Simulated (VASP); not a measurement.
The system is V.

```
V
1.0
    -1.51300    1.51300    1.51300
     1.51300   -1.51300    1.51300
     1.51300    1.51300   -1.51300
V
1
Direct
  0.00000 0.00000 0.00000
```

Program: VASP 6.6.1. Alike in all runs: task single point; spin collinear, ferromagnetic start; cell as given.

Order these runs on this cell by their pressure, lowest first.
A. level PBE; potentials or basis VASP PAW PBE potentials, release 64 (V_sv); k mesh 6 × 6 × 6; cutoff (eV) 500; smearing gaussian 0.1 eV
B. level revPBE; potentials or basis VASP PAW PBE potentials, release 64 (V_sv); k mesh 6 × 6 × 6; cutoff (eV) 500; smearing gaussian 0.1 eV
C. level PBE; potentials or basis VASP PAW PBE potentials, release 64 (V_sv); k mesh 3 × 3 × 3; cutoff (eV) 500; smearing methfessel-paxton 0.42 eV
D. level LDA; potentials or basis VASP PAW LDA potentials, release 64 (V_sv); k mesh 6 × 6 × 6; cutoff (eV) 520; smearing gaussian 0.1 eV
E. level LDA; potentials or basis VASP PAW LDA potentials, release 64 (V_sv); k mesh 3 × 3 × 3; cutoff (eV) 500; smearing tetrahedron

E (-19.5 GPa), D (-15.8 GPa), C (-5.7 GPa), A (-3.6 GPa), B (-0.5 GPa).

Caveats: all runs use coarse meshes; the PAW data sets were made with another functional, which shifts forces and pressure a little (some runs); tetrahedron occupations give inexact forces and stress in metals (some runs).
